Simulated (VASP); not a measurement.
Crystal: PbS (Galena).

```
CELL_PARAMETERS angstrom
0.00000 2.96575 2.96575
2.96575 0.00000 2.96575
2.96575 2.96575 0.00000
ATOMIC_POSITIONS crystal
Pb 0.00000 0.00000 0.00000
S 0.50000 0.50000 0.50000
```

| Item | Value |
| --- | --- |
| Program | VASP 6.6.1 |
| Task | relaxation of cell and atoms |
| Functional | RPBE |
| Dispersion | D3(BJ) |
| Potentials or basis | VASP PAW PBE potentials, release 64 (Pb_d, S) |
| Cutoff | 600 eV |
| k mesh | 8 × 8 × 8 |
| Occupations | fermi-dirac, width 0.05 eV |
| Spin | no spin polarisation |

At the start: pressure -10.6 GPa; volume 26.09 Å³/atom.

Question: Where does the relaxation end?

Answer: Over 3 steps the energy falls by 169.7 meV/atom and the volume is 21.74 Å³/atom (-16.7 %); space group Fm-3m (No. 225, to 0.05 Å).

Step by step:
```tsv
step	energy change (eV)	largest force (eV/Å)	pressure (GPa)	volume (Å³)
1	0.0000	0.0000	-10.62	52.17
2	-0.2630	0.0000	8.07	40.18
3	-0.3393	0.0000	-0.09	43.48
```

Final structure:
```
CELL_PARAMETERS angstrom
0.00000 2.79097 2.79097
2.79097 0.00000 2.79097
2.79097 2.79097 0.00000
ATOMIC_POSITIONS crystal
Pb 0.00000 0.00000 0.00000
S 0.50000 0.50000 0.50000
```

Caveat: the volume moved by over 15 % at a fixed basis, so the end points are rough; the PAW data sets were made with another functional, which shifts forces and pressure a little; the volume moved by -17 % from the deposited cell, more than functionals usually miss.
